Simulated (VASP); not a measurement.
# Tc: relaxation of cell and atoms with PBE+D4

Tc:

```
Tc
1.0
     0.00000    1.95000    1.95000
     1.95000    0.00000    1.95000
     1.95000    1.95000    0.00000
Tc
1
Cartesian
  0.0000 0.0000 0.0000
```

```
Program                : VASP 6.6.1
Task                   : relaxation of cell and atoms
Functional             : PBE
Dispersion             : D4
Potentials or basis    : VASP PAW PBE potentials, release 64 (Tc_pv)
Cutoff                 : 600 eV
k mesh                 : 12 × 12 × 12
Occupations            : fermi-dirac, width 0.05 eV
Spin                   : no spin polarisation
Dipole correction      : no
Further INCAR settings : ALGO = Normal; EDIFF = 1e-06; IBRION = 2; EDIFFG = -0.005; NSW = 80; ISIF = 3
```

The relaxed volume is 14.18 Å³/atom. The relaxed cell is a = 2.717 Å, b = 2.717 Å, c = 2.717 Å, α = 60.00°, β = 60.00°, γ = 60.00° and the space group after relaxing (to 0.05 Å) is Fm-3m (No. 225). The energy gained by relaxing is 26.7 meV/atom and the ionic steps are 4. The pressure after relaxing is -0.1 GPa. The dispersion energy per atom is -0.610 eV.

Step by step:
```csv
step,energy change (eV),largest force (eV/Å),pressure (GPa),volume (Å³)
1,0.0000,0.0000,-12.76,14.83
2,0.2424,0.0000,55.61,12.44
3,-0.0266,0.0000,-0.87,14.22
4,-0.0267,0.0000,-0.05,14.18
```

Final structure:
```yaml
crystal:
  lattice:
    - [0.00000, 1.92128, 1.92128]
    - [1.92128, 0.00000, 1.92128]
    - [1.92128, 1.92128, 0.00000]
  atoms:
    - { symbol: Tc, position: [0.00000, 0.00000, 0.00000] }
```

Levels at points of the mesh, in eV from the Fermi level:
```tsv
k point	band 4	band 5	band 6	band 7	band 8	band 9	band 10
(0.00, 0.00, 0.00)	-7.60	-1.89	-1.89	-1.89	0.79	0.79	13.96
(0.50, 0.00, 0.00)	-5.68	-2.06	-2.06	1.24	2.86	2.86	10.94
(0.50, 0.50, 0.00)	-6.09	-5.49	2.81	3.45	3.45	3.90	13.13
```

Run time: 40 s on 1 thread of AMD EPYC 7R43 64-Core Processor (Zen 3), with other jobs on the host, peak memory 0.13 GiB.

Caveat: pairwise dispersion overbinds metals, which lowers pressure and volume.
